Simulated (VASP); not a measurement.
MgO, 2 atoms in the cell. Symmetry: P-6m2, No. 187, hexagonal system. Conventional cell: a = 2.938 Å, b = 2.938 Å, c = 2.680 Å, α = 90.00°, β = 90.00°, γ = 120.00°. Within 2.9 Å of Mg (site symmetry -6m2) lie 6 O at 2.16 Å and 2 Mg at 2.68 Å. Within 2.9 Å of O (site symmetry -6m2) lie 6 Mg at 2.16 Å and 2 O at 2.68 Å. 

* Program: VASP 6.6.1
* Task: single point
* Functional: LDA
* Potentials or basis: VASP PAW LDA potentials, release 64 (Mg, O)
* Cutoff: 520 eV
* k mesh: 12 × 12 × 6
* Occupations: gaussian, width 0.01 eV
* Spin: no spin polarisation
* Dipole correction: no
* Further INCAR settings: ALGO = Normal; EDIFF = 1e-06; NBANDS = 11

Potentials or basis: VASP PAW LDA potentials, release 64 (Mg, O).

Launch:

```sh
$ cat potpaw_LDA.64/Mg/POTCAR potpaw_LDA.64/O/POTCAR > POTCAR
$ mpirun -np 1 vasp_std > vasp.out
```

Hardware: 1 thread of Intel Xeon 8259CL, with other jobs on the host.

Q: How long does it take, and how much memory?

A: Run time: 13 s on 1 thread of Intel Xeon 8259CL, on a shared host, peak memory 0.14 GiB. Counts: scf iterations 12, k points 76.
